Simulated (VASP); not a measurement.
# YAl2N3 (P3m1) in VASP: single point with PBE

Aim: the single point of YAl2N3 with PBE.

Everything below comes from runs of VASP 6.6.1. Logs are shortened: lines on timing, memory, paths and dates and some standing lists are left out, and cuts for length are marked.

## 1. The cell of the first run

Symmetry: P3m1, No. 156, trigonal system. The conventional cell has a = 3.433 Å, b = 3.433 Å, c = 8.410 Å, α = 90.00°, β = 90.00°, γ = 120.00°. Within 2.8 Å of Y (site symmetry 3m) lie 4 N at 2.10 Å. Within 2.8 Å of Al (site symmetry 3m) lie 4 N at 2.10 Å. Al (site symmetry 3m) has 4 N at 2.10 Å within 2.8 Å. N (site symmetry 3m) has 3 Y at 2.10 Å and 1 Al at 2.10 Å within 2.8 Å. Within 2.8 Å of N (site symmetry 3m) lie 4 Al at 2.10 Å. Within 2.8 Å of N (site symmetry 3m) lie 3 Al at 2.10 Å and 1 Y at 2.10 Å.

## 2. Single point, PBE

Input file INCAR:

```
ALGO = Normal ; EDIFF = 1E-6
ENCUT = 520 ; GGA = PE
ISIF = 2 ; ISMEAR = 0
LASPH = T ; LCHARG = F
LREAL = F ; LWAVE = F
NBANDS = 25 ; NELM = 100
PREC = Accurate ; SIGMA = 0.1
```

Input file KPOINTS:

```
k-points
0
Gamma
  6 6 2
```

Input file POSCAR:

```
YAl2N3
1.0
    3.4332216600      0.0000000000      0.0000000000
   -1.7166108300      2.9732571700      0.0000000000
    0.0000000000      0.0000000000      8.4096412400
Y Al N
1 2 3
Direct
    0.0000000000      0.0000000000      0.0000000000
    0.3333333300      0.6666666700      0.6666666700
    0.6666666700      0.3333333300      0.3333333300
    0.3333333300      0.6666666700      0.9166666700
    0.6666666700      0.3333333300      0.5833333300
    0.0000000000      0.0000000000      0.2500000000
```

Potentials or basis: VASP PAW PBE potentials, release 64 (Y_sv, Al, N).

Run with:

```
$ cat potpaw_PBE.64/Y_sv/POTCAR potpaw_PBE.64/Al/POTCAR potpaw_PBE.64/N/POTCAR > POTCAR
$ mpirun -np 1 vasp_std > vasp.out
```

OUTCAR:

```text
EDIFF = 1E-6
   ENCUT = 520
   GGA = PE
   ISIF = 2
   ISMEAR = 0
   LASPH = T
   LREAL = F
   NELM = 100
   PREC = Accurate

 ion  position               nearest neighbor table
   1  0.000  0.000  0.000-   4 2.10   4 2.10   4 2.10   6 2.10   3 3.43   2 3.43   3 3.43   2 3.43
                             2 3.43   3 3.43
   2  0.333  0.667  0.667-   5 2.10   5 2.10   4 2.10   5 2.10   1 3.43   1 3.43   1 3.43
   3  0.667  0.333  0.333-   6 2.10   6 2.10   6 2.10   5 2.10   1 3.43   1 3.43   1 3.43
   4  0.333  0.667  0.917-   1 2.10   1 2.10   1 2.10   2 2.10
   5  0.667  0.333  0.583-   2 2.10   2 2.10   3 2.10   2 2.10
   6  0.000  0.000  0.250-   3 2.10   3 2.10   3 2.10   1 2.10

  LATTYP: Found a hexagonal cell.
 ALAT       =     3.4332216600
 C/A-ratio  =     2.4494897425

  Lattice vectors:

 A1 = (   3.4332216600,   0.0000000000,   0.0000000000)
 A2 = (  -1.7166108300,   2.9732571700,   0.0000000000)
 A3 = (   0.0000000000,   0.0000000000,   8.4096412400)

Analysis of symmetry for initial positions (statically):
=====================================================================
 Subroutine PRICEL returns:
 Original cell was already a primitive cell.

 Routine SETGRP: Setting up the symmetry group for a
 hexagonal supercell.

 Subroutine GETGRP returns: Found  6 space group operations
 (whereof  6 operations were pure point group operations)
 out of a pool of 24 trial point group operations.

The static configuration has the point symmetry C_3v.

Analysis of symmetry for dynamics (positions and initial velocities):
=====================================================================
 Subroutine PRICEL returns:
 Original cell was already a primitive cell.

 Routine SETGRP: Setting up the symmetry group for a
 hexagonal supercell.

 Subroutine GETGRP returns: Found  6 space group operations
 (whereof  6 operations were pure point group operations)
 out of a pool of 24 trial point group operations.

The dynamic configuration has the point symmetry C_3v.

 Subroutine INISYM returns: Found  6 space group operations
 (whereof  6 operations are pure point group operations),
 and found     1 'primitive' translations

----------------------------------------------------------------------------------------

                                     Primitive cell

  volume of cell :      85.8444

  direct lattice vectors                    reciprocal lattice vectors
     3.433221660  0.000000000  0.000000000     0.291271610  0.168165743  0.000000000
    -1.716610830  2.973257170  0.000000000     0.000000000  0.336331485  0.000000000
     0.000000000  0.000000000  8.409641240     0.000000000  0.000000000  0.118911137

  length of vectors
     3.433221660  3.433221656  8.409641240     0.336331485  0.336331485  0.118911137

  position of ions in fractional coordinates (direct lattice)
     0.000000000  0.000000000  0.000000000
     0.333333330  0.666666670  0.666666670
     0.666666670  0.333333330  0.333333330
     0.333333330  0.666666670  0.916666670
     0.666666670  0.333333330  0.583333330
     0.000000000  0.000000000  0.250000000

  ion indices of the primitive-cell ions
   primitive index   ion index
                 1           1
                 2           2
                 3           3
                 4           4
                 5           5
                 6           6

----------------------------------------------------------------------------------------

 KPOINTS: k-points

Automatic generation of k-mesh.
 Grid dimensions read from file:
 generate k-points for:    6    6    2

 Generating k-lattice:

  Cartesian coordinates                     Fractional coordinates (reciprocal lattice)
     0.048545268  0.028027624  0.000000000     0.166666667  0.000000000  0.000000000
     0.000000000  0.056055248  0.000000000     0.000000000  0.166666667  0.000000000
     0.000000000  0.000000000  0.059455568     0.000000000  0.000000000  0.500000000

  Length of vectors
     0.056055247  0.056055248  0.059455568

  Shift w.r.t. Gamma in fractional coordinates (k-lattice)
     0.000000000  0.000000000  0.000000000

 Subroutine IBZKPT returns following result:
 ===========================================

 Found     14 irreducible k-points:

 Following reciprocal coordinates:
            Coordinates               Weight
  0.000000  0.000000  0.000000      1.000000
  0.166667 -0.000000  0.000000      6.000000
  0.333333 -0.000000  0.000000      6.000000
  0.500000 -0.000000  0.000000      3.000000
  0.166667  0.166667  0.000000      6.000000
  0.333333  0.166667  0.000000     12.000000
  0.333333  0.333333  0.000000      2.000000
  0.000000  0.000000  0.500000      1.000000
  0.166667 -0.000000  0.500000      6.000000
  0.333333 -0.000000  0.500000      6.000000
  0.500000 -0.000000  0.500000      3.000000
  0.166667  0.166667  0.500000      6.000000
  0.333333  0.166667  0.500000     12.000000
  0.333333  0.333333  0.500000      2.000000
   k-points           NKPTS =     14   k-points in BZ     NKDIM =     14   number of bands    NBANDS=     25
   number of dos      NEDOS =    301   number of ions     NIONS =      6
   total plane-waves  NPLWV =  50176
   dimension x,y,z NGX =    28 NGY =   28 NGZ =   64
   dimension x,y,z NGXF=    56 NGYF=   56 NGZF=  128
   ions per type =               1   2   3
   NGX,Y,Z   is equivalent  to a cutoff of  13.56, 13.56, 12.65 a.u.
   NGXF,Y,Z  is equivalent  to a cutoff of  27.12, 27.12, 25.30 a.u.
 SYSTEM =  unknown system
   PREC   = accura    normal or accurate (medium, high low for compatibility)
   ISTART =      0    job   : 0-new  1-cont  2-samecut
   ICHARG =      2    charge: 1-file 2-atom 10-const
   ISPIN  =      1    spin polarized calculation?
   LNONCOLLINEAR =      F non collinear calculations
   LSORBIT =      F    spin-orbit coupling
   LASPH  =      T    aspherical Exc in radial PAW
   ENCUT  =  520.0 eV  38.22 Ry    6.18 a.u.   6.38  6.38 15.64*2*pi/ulx,y,z
   NELM   =    100;   NELMIN=  2; NELMDL= -5     # of ELM steps
   EDIFF  = 0.1E-05   stopping-criterion for ELM
   LREAL  =      F    real-space projection
   EDIFFG = 0.1E-04   stopping-criterion for IOM
   NSW    =      0    number of steps for IOM
   IBRION =     -1    ionic relax: 0-MD 1-quasi-New 2-CG
   NFREE  =      0    steps in history (QN), initial steepest desc. (CG)
   ISIF   =      2    stress and relaxation
   ISYM   =      2    0-nonsym 1-usesym 2-fastsym
   POTIM  = 0.5000    time-step for ionic-motion
   TEBEG  =    0.0;   TEEND  =   0.0 temperature during run
   PSTRESS=    0.0 pullay stress
   NELECT =      32.0000    total number of electrons
   NUPDOWN=      -1.0000    fix difference up-down
   EMIN   =  10.00;   EMAX   =-10.00  energy-range for DOS
   EFERMI =   0.00;   METHOD = LEGACY
   ISMEAR =     0;   SIGMA  =   0.10  broadening in eV -4-tet -1-fermi 0-gaus
   EFERMI_NEDOS =   21; number of points for ismear=-14 and -15
   IALGO  =     38    algorithm
   IMIX   =      4    mixing-type and parameters
     AMIX     =   0.40;   BMIX     =  1.00
     AMIX_MAG =   1.60;   BMIX_MAG =  1.00
  volume/ion in A,a.u.               =      14.31        96.55
  Fermi-wavevector in a.u.,A,eV,Ry     =   1.178205  2.226485 18.887162  1.388167
  Thomas-Fermi vector in A             =   2.314538
   LORBIT       =      0    0 simple, 1 ext, 2 COOP (PROOUT), +10 PAW based schemes
   GGA     = PE    functional components
   LHFCALC =     F    Hartree Fock is set to
   AEXX    =    0.0000 exact exchange contribution
   IVDW    =     0    specifies the selected vdW correction
   LEPSILON=     F    determine dielectric tensor
   LRPA    =     F    only Hartree local field effects (RPA)
 non-spin polarized calculation
 Gauss-broadening in eV      SIGMA  =   0.10
  energy-cutoff  :      520.00
  volume of cell :       85.84
 maximum number of plane-waves:      2348
 NGX is ok and might be reduce to    28
   NGX = 13   NGY = 13   NGZ = 31

 number of electron      32.0000001 magnetization

 Free energy of the ion-electron system (eV)
  ---------------------------------------------------
  ext. energy  EPLUGINS =         0.00000000
  ---------------------------------------------------
  free energy    TOTEN  =       -44.67086022 eV

  energy without entropy =      -44.67086022  energy(sigma->0) =      -44.67086022

 E-fermi :   4.0731     XC(G=0): -10.0931

 val. band max:        3.5879044400   @ k =   0.5000  -0.0000   0.0000
 cond. band min:       5.2465260441   @ k =   0.0000   0.0000   0.0000
 fundamental gap:      1.6586216041
 Fermi energy:         4.0731291900

 k-point     1 :       0.0000    0.0000    0.0000
  band No.  band energies     occupation
      1     -35.4987      2.00000
      2     -16.1980      2.00000
      3     -15.4028      2.00000
      4     -15.4028      2.00000
      5      -9.8887      2.00000
      6      -9.0313      2.00000
[... 17 lines left out ...]
     24      12.4313      0.00000
     25      12.4313      0.00000

 k-point     2 :       0.1667   -0.0000    0.0000
  band No.  band energies     occupation
      1     -35.4718      2.00000
      2     -16.1669      2.00000
      3     -15.7329      2.00000
      4     -15.4635      2.00000
      5      -9.6447      2.00000
      6      -8.8695      2.00000
[... 17 lines left out ...]
     24      12.3404      0.00000
     25      12.8890      0.00000

 k-point     3 :       0.3333   -0.0000    0.0000
  band No.  band energies     occupation
      1     -35.4172      2.00000
      2     -16.4306      2.00000
      3     -15.9732      2.00000
      4     -15.5819      2.00000
      5      -9.0889      2.00000
      6      -8.5486      2.00000
[... 17 lines left out ...]
     24      11.8818      0.00000
     25      12.9188      0.00000

 k-point     4 :       0.5000   -0.0000    0.0000
  band No.  band energies     occupation
      1     -35.3896      2.00000
      2     -16.6862      2.00000
      3     -15.9352      2.00000
      4     -15.6395      2.00000
      5      -8.7221      2.00000
      6      -8.4203      2.00000
[... 17 lines left out ...]
     24      11.8048      0.00000
     25      12.5421      0.00000

 k-point     5 :       0.1667    0.1667    0.0000
  band No.  band energies     occupation
      1     -35.4309      2.00000
      2     -16.2721      2.00000
      3     -15.9665      2.00000
      4     -15.6111      2.00000
      5      -9.2439      2.00000
      6      -8.6247      2.00000
[... 17 lines left out ...]
     24      11.8457      0.00000
     25      13.0222      0.00000

 k-point     6 :       0.3333    0.1667    0.0000
  band No.  band energies     occupation
      1     -35.3897      2.00000
      2     -16.5720      2.00000
      3     -15.9337      2.00000
      4     -15.7884      2.00000
      5      -8.7500      2.00000
      6      -8.3969      2.00000
[... 17 lines left out ...]
     24      12.2381      0.00000
     25      12.4696      0.00000
[... 113 lines left out ...]
 k-point    11 :       0.5000   -0.0000    0.5000
  band No.  band energies     occupation
      1     -35.3896      2.00000
      2     -16.6862      2.00000
      3     -15.9353      2.00000
      4     -15.6396      2.00000
      5      -8.7196      2.00000
      6      -8.4191      2.00000
[... 17 lines left out ...]
     24      11.7941      0.00000
     25      12.5908      0.00000

 k-point    12 :       0.1667    0.1667    0.5000
  band No.  band energies     occupation
      1     -35.4309      2.00000
      2     -16.2721      2.00000
      3     -15.9667      2.00000
      4     -15.6111      2.00000
      5      -9.1595      2.00000
      6      -8.7477      2.00000
[... 17 lines left out ...]
     24      11.9730      0.00000
     25      12.8314      0.00000

 k-point    13 :       0.3333    0.1667    0.5000
  band No.  band energies     occupation
      1     -35.3897      2.00000
      2     -16.5720      2.00000
      3     -15.9338      2.00000
      4     -15.7884      2.00000
      5      -8.7287      2.00000
      6      -8.4221      2.00000
[... 17 lines left out ...]
     24      12.0511      0.00000
     25      12.4938      0.00000

 k-point    14 :       0.3333    0.3333    0.5000
  band No.  band energies     occupation
      1     -35.3758      2.00000
      2     -16.5382      2.00000
      3     -16.0153      2.00000
      4     -15.9082      2.00000
      5      -8.5605      2.00000
      6      -8.3264      2.00000
[... 17 lines left out ...]
     24      12.1060      0.00000
     25      12.6084      0.00000

------------------------ aborting loop because EDIFF is reached ----------------------------------------

  FORCE on cell =-STRESS in cart. coord.  units (eV):
  Direction    XX          YY          ZZ          XY          YZ          ZX
  --------------------------------------------------------------------------------------
  -------------------------------------------------------------------------------------
  Total       -3.1051958     -3.1051958     -2.8113343      0.0000000     -0.0000000     -0.0000000
  in kB      -57.9545834    -57.9545832    -52.4700266      0.0000000     -0.0000000     -0.0000000
  external PRESSURE =     -56.1263977 kB  Pullay stress =       0.0000000 kB

 VOLUME and BASIS-vectors are now :
 -----------------------------------------------------------------------------
  energy-cutoff  :      520.00
  volume of cell :       85.84
      direct lattice vectors                 reciprocal lattice vectors
     3.433221660  0.000000000  0.000000000     0.291271610  0.168165743  0.000000000
    -1.716610830  2.973257170  0.000000000     0.000000000  0.336331485  0.000000000
     0.000000000  0.000000000  8.409641240     0.000000000  0.000000000  0.118911137

 POSITION                                       TOTAL-FORCE (eV/Angst)
 -----------------------------------------------------------------------------------
      0.00000      0.00000      0.00000        -0.000000     -0.000000     -0.977033
     -0.00000      1.98217      5.60643         0.000000     -0.000000     -0.095618
      1.71661      0.99109      2.80321         0.000000     -0.000000      0.928991
     -0.00000      1.98217      7.70884         0.000000     -0.000000     -3.659617
      1.71661      0.99109      4.90562        -0.000000      0.000000     -0.033149
      0.00000      0.00000      2.10241         0.000000     -0.000000      3.836427
 -----------------------------------------------------------------------------------
    total drift:                               -0.000001      0.000001      0.000163

  FREE ENERGIE OF THE ION-ELECTRON SYSTEM (eV)
  ---------------------------------------------------
  free  energy   TOTEN  =       -44.6708602201 eV

  energy  without entropy=      -44.6708602201  energy(sigma->0) =      -44.67086022
```

It took 80 s on 1 thread of Intel Xeon 8259CL, shared host; peak memory 0.24 GiB.

What came out:

| Property | Result |
| --- | --- |
| Free energy | -44.6709 eV |
| Pressure | -5.6 GPa |
| Largest force | 3.836 eV/Å |
| Band gap on the k mesh | 1.66 eV, indirect (least direct gap 2.17 eV) |

Forces in eV/Å, atoms in the order of the input:
```
Y    0.000  0.000 -0.977
Al   0.000  0.000 -0.096
Al   0.000  0.000  0.929
N    0.000  0.000 -3.660
N    0.000  0.000 -0.033
N    0.000  0.000  3.836
```

Levels at points of the mesh, in eV from the valence-band top:
```tsv
k point	band 14	band 15	band 16	band 17	band 18	band 19
(0.00, 0.00, 0.00)	-0.81	-0.51	-0.51	1.66	3.81	5.69
(0.50, 0.00, 0.00)	-1.09	-0.25	0.00	2.83	4.57	5.14
(0.00, 0.00, 0.50)	-0.75	-0.47	-0.47	2.62	2.91	5.90
(0.50, 0.00, 0.50)	-1.01	-0.43	-0.09	3.22	3.80	4.65
```

Caveat: forces of over 1 eV/Å act on the atoms, so gaps and moduli don't describe the material at rest. As with any semilocal functional, this PBE gap is likely too small.
